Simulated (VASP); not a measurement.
# Ga (P6_3/mmc) in VASP: notebook, part 2 of 2

VASP 6.6.1. The steps go on from the part before.

**4. Relaxation of cell and atoms, BLYP**

This run uses another cell than the first one, of 19.59 Å³/atom, 0.826 times its volume.

The input, INCAR:

```
SYSTEM = Ga
PREC = Accurate
ENCUT = 600
EDIFF = 1E-7
ISMEAR = -1
SIGMA = 0.1
LREAL = .FALSE.
LASPH = .TRUE.
NELM = 60
ALGO = Normal
ISIF = 3
LWAVE = .FALSE.
LCHARG = .FALSE.
GGA = B5
ALDAX = 1.0
AGGAX = 1.0
AGGAC = 1.0
ALDAC = 0.0
IBRION = 2
NSW = 80
EDIFFG = -0.01
```

The input, KPOINTS:

```
regular mesh
0
G
  12 12 7
  0 0 0
```

The input, POSCAR:

```
Ga
1.0
    3.0261186087      0.0000000000      0.0000000000
   -1.5130593044      2.6206955900      0.0000000000
    0.0000000000      0.0000000000      4.9416516880
Ga
2
Direct
    0.3333333333      0.6666666667      0.2500000000
    0.6666666667      0.3333333333      0.7500000000
```

Run with:

```bash
$ cat potpaw_PBE.64/Ga_d/POTCAR > POTCAR
$ mpirun -np 1 vasp_std > vasp.out
```

Run time: 3.2 min. Hardware: 1 thread of Intel Xeon 6975P-C (Granite Rapids), shared host; peak memory 0.2 GiB.

It converged, with:

* Free energy: -4.2486 eV
* Relaxed volume: 21.97 Å³/atom
* Relaxed cell: a = 3.204 Å, b = 3.204 Å, c = 4.942 Å, α = 90.00°, β = 90.00°, γ = 120.00°
* Space group after relaxing (to 0.05 Å): P6_3/mmc (No. 194)
* Energy gained by relaxing: 30.4 meV/atom
* Ionic steps: 11
* Pressure after relaxing: 0.0 GPa
* Band gap on the k mesh: zero (band 13 reaches 7.79 eV, above the bottom of band 14 at 2.57 eV)

The path:
```tsv
step	energy change (eV)	largest force (eV/Å)	pressure (GPa)	volume (Å³)
1	0.0000	0.0000	4.13	39.19
2	-0.0485	0.0000	1.19	42.12
3	-0.0549	0.0000	-0.16	43.95
4	-0.0550	0.0000	-0.08	43.81
5	-0.0549	0.0000	0.02	43.72
6	-0.0565	0.0000	0.00	43.72
7	-0.0600	0.0000	0.04	43.72
8	-0.0583	0.0000	0.27	43.67
9	-0.0607	0.0000	0.11	43.71
10	-0.0607	0.0000	0.12	43.71
11	-0.0608	0.0000	-0.04	43.94
```

Final structure:
```xyz
2
Lattice="3.2041 0.0000 0.0000 -1.6021 2.7749 0.0000 0.0000 0.0000 4.9420" Properties=species:S:1:pos:R:3 pbc="T T T"
Ga    0.0000    1.8499    1.2355
Ga    1.6021    0.9250    3.7065
```

Levels at points of the mesh, in eV from the Fermi level:
| k point | band 11 | band 12 | band 13 | band 14 | band 15 | band 16 |
| --- | --- | --- | --- | --- | --- | --- |
| (0.00, 0.00, 0.00) | -9.96 | -4.35 | -2.93 | 7.56 | 7.56 | 9.51 |
| (0.50, 0.00, 0.00) | -5.64 | -4.48 | 0.10 | 0.99 | 1.14 | 3.32 |

Caveat: the PAW data sets were made with another functional, which shifts forces and pressure a little.

**5. Single point, BLYP**

This run uses another cell than the first one, of 21.98 Å³/atom, 0.926 times its volume.

The input, INCAR:

```
AGGAC = 1.0
AGGAX = 1.0
ALDAC = 0.0
ALDAX = 1.0
ALGO = Normal
EDIFF = 1E-7
ENCUT = 520
GGA = B5
ISIF = 2
ISMEAR = -1
LASPH = T
LCHARG = F
LREAL = F
LWAVE = F
NBANDS = 20
NELM = 60
PREC = Accurate
SIGMA = 0.1
```

The input, KPOINTS:

```
k-points
0
Gamma
  19 19 11
```

The input, POSCAR:

```
Ga
1.0
    3.2038423401      0.0000000000      0.0000000000
   -1.6019211701      2.7746088562      0.0000000000
    0.0000000000      0.0000000000      4.9441044102
Ga
2
Direct
    0.3333333333      0.6666666667      0.2500000000
    0.6666666667      0.3333333333      0.7500000000
```

Potentials or basis: VASP PAW PBE potentials, release 64 (Ga_d).

Run with:

```bash
$ cat potpaw_PBE.64/Ga_d/POTCAR > POTCAR
$ mpirun -np 1 vasp_std > vasp.out
```

OUTCAR:

```text
EDIFF = 1E-7
   ENCUT = 520
   GGA = B5
   ISIF = 2
   ISMEAR = -1
   LASPH = T
   LREAL = F
   NELM = 60
   PREC = Accurate

 ion  position               nearest neighbor table
   1  0.333  0.667  0.250-
   2  0.667  0.333  0.750-

  LATTYP: Found a hexagonal cell.
 ALAT       =     3.2038423401
 C/A-ratio  =     1.5431796841

  Lattice vectors:

 A1 = (   3.2038423401,   0.0000000000,   0.0000000000)
 A2 = (  -1.6019211701,   2.7746088562,   0.0000000000)
 A3 = (   0.0000000000,   0.0000000000,   4.9441044102)

Analysis of symmetry for initial positions (statically):
=====================================================================
 Subroutine PRICEL returns:
 Original cell was already a primitive cell.

 Routine SETGRP: Setting up the symmetry group for a
 hexagonal supercell.

 Subroutine GETGRP returns: Found 24 space group operations
 (whereof 12 operations were pure point group operations)
 out of a pool of 24 trial point group operations.

The static configuration has the point symmetry D_3d.
 The point group associated with its full space group is D_6h.

Analysis of symmetry for dynamics (positions and initial velocities):
=====================================================================
 Subroutine PRICEL returns:
 Original cell was already a primitive cell.

 Routine SETGRP: Setting up the symmetry group for a
 hexagonal supercell.

 Subroutine GETGRP returns: Found 24 space group operations
 (whereof 12 operations were pure point group operations)
 out of a pool of 24 trial point group operations.

The dynamic configuration has the point symmetry D_3d.
 The point group associated with its full space group is D_6h.
[... 102 lines left out ...]
   NSW    =      0    number of steps for IOM
   IBRION =     -1    ionic relax: 0-MD 1-quasi-New 2-CG
   NFREE  =      0    steps in history (QN), initial steepest desc. (CG)
   ISIF   =      2    stress and relaxation
   ISYM   =      2    0-nonsym 1-usesym 2-fastsym
   POTIM  = 0.5000    time-step for ionic-motion
   TEBEG  =    0.0;   TEEND  =   0.0 temperature during run
   PSTRESS=    0.0 pullay stress
   NELECT =      26.0000    total number of electrons
   NUPDOWN=      -1.0000    fix difference up-down
   EMIN   =  10.00;   EMAX   =-10.00  energy-range for DOS
   EFERMI =   0.00;   METHOD = LEGACY
   ISMEAR =    -1;   SIGMA  =   0.10  broadening in eV -4-tet -1-fermi 0-gaus
   EFERMI_NEDOS =   21; number of points for ismear=-14 and -15
   IALGO  =     38    algorithm
   IMIX   =      4    mixing-type and parameters
     AMIX     =   0.40;   BMIX     =  1.00
     AMIX_MAG =   1.60;   BMIX_MAG =  1.00
  volume/ion in A,a.u.               =      21.98       148.30
  Fermi-wavevector in a.u.,A,eV,Ry     =   1.374292  2.597036 25.697041  1.888679
  Thomas-Fermi vector in A             =   2.499732
   LORBIT       =      0    0 simple, 1 ext, 2 COOP (PROOUT), +10 PAW based schemes
   GGA     = B5    functional components
   LHFCALC =     F    Hartree Fock is set to
   AEXX    =    0.0000 exact exchange contribution
   IVDW    =     0    specifies the selected vdW correction
   LEPSILON=     F    determine dielectric tensor
   LRPA    =     F    only Hartree local field effects (RPA)
 non-spin polarized calculation
  energy-cutoff  :      520.00
  volume of cell :       43.95
 maximum number of plane-waves:      1203
 NGX is ok and might be reduce to    24
   NGX = 11   NGY = 11   NGZ = 19

 number of electron      25.9999976 magnetization

 Free energy of the ion-electron system (eV)
  ---------------------------------------------------
  ext. energy  EPLUGINS =         0.00000000
  ---------------------------------------------------
  free energy    TOTEN  =        -4.24491600 eV

  energy without entropy =       -4.21613774  energy(sigma->0) =       -4.23052687

 E-fermi :   4.7008     XC(G=0):  -9.7185

 val. band max:        4.7003621784   @ k =   0.3158   0.3158   0.2727
 cond. band min:       4.7034694628   @ k =   0.3158   0.0526   0.4545
 fundamental gap:      0.0031072843
 Fermi energy:         4.7008335770

 k-point     1 :       0.0000    0.0000    0.0000
  band No.  band energies     occupation
      1     -10.2434      2.00000
      2     -10.1986      2.00000
      3     -10.1986      2.00000
      4     -10.1875      2.00000
      5     -10.1819      2.00000
      6     -10.1819      2.00000
[... 541 lines left out ...]
     19      14.4777      0.00000
     20      14.9902      0.00000

 [... further k-points ...]
[... 5 lines left out ...]
  --------------------------------------------------------------------------------------
  -------------------------------------------------------------------------------------
  Total        0.0138416      0.0138416      0.0345995     -0.0000000     -0.0000000      0.0000000
  in kB        0.5045872      0.5045872      1.2613042     -0.0000000     -0.0000000      0.0000000
  external PRESSURE =       0.7568262 kB  Pullay stress =       0.0000000 kB

 VOLUME and BASIS-vectors are now :
 -----------------------------------------------------------------------------
  energy-cutoff  :      520.00
  volume of cell :       43.95
      direct lattice vectors                 reciprocal lattice vectors
     3.203842340  0.000000000  0.000000000     0.312125221  0.180205581  0.000000000
    -1.601921170  2.774608856  0.000000000     0.000000000  0.360411161  0.000000000
     0.000000000  0.000000000  4.944104410     0.000000000  0.000000000  0.202261101

 POSITION                                       TOTAL-FORCE (eV/Angst)
 -----------------------------------------------------------------------------------
     -0.00000      1.84974      1.23603        -0.000000      0.000000      0.000000
      1.60192      0.92487      3.70808         0.000000      0.000000      0.000000
 -----------------------------------------------------------------------------------
    total drift:                                0.000000     -0.000000      0.000000

  FREE ENERGIE OF THE ION-ELECTRON SYSTEM (eV)
  ---------------------------------------------------
  free  energy   TOTEN  =        -4.2449159976 eV

  energy  without entropy=       -4.2161377370  energy(sigma->0) =       -4.23052687
```

It took 71 s on 1 thread of Intel Xeon 6975P-C (Granite Rapids), shared host; peak memory 0.28 GiB.

Results:

```yaml
Free_energy: -4.2449 eV
Pressure: 0.1 GPa
Band_gap_on_the_k_mesh: zero (band 13 reaches 8.20 eV, above the bottom of band 14 at 2.45 eV)
```

Caveat: the PAW data sets were made with another functional, which shifts forces and pressure a little.

**6. Summary**

```csv
task,cell,k mesh,cutoff (eV),gap on the mesh (eV),pressure (GPa)
single point,"a = 3.287, b = 3.287, c = 5.073 Å, angles 90.0, 90.0, 120.0°, 2 atoms",13 × 13 × 7,520,none,-1.8
single point,"a = 3.327, b = 3.327, c = 5.134 Å, angles 90.0, 90.0, 120.0°, 2 atoms",13 × 13 × 7,520,none,-2.5
relaxation of cell and atoms,"relaxed from a = 3.026, b = 3.026, c = 4.942 Å, angles 90.0, 90.0, 120.0°, 2 atoms",12 × 12 × 7,600,none,0.0
single point,"a = 3.204, b = 3.204, c = 4.944 Å, angles 90.0, 90.0, 120.0°, 2 atoms",19 × 19 × 11,520,none,0.1
```

Alike in all rows: level BLYP; potentials or basis VASP PAW PBE potentials, release 64 (Ga_d); no spin polarisation; smearing fermi-dirac 0.1 eV.

Caveats: the PAW data sets were made with another functional, which shifts forces and pressure a little.

Total energies depend on the potentials used, so only differences within one code and one set of settings carry meaning.
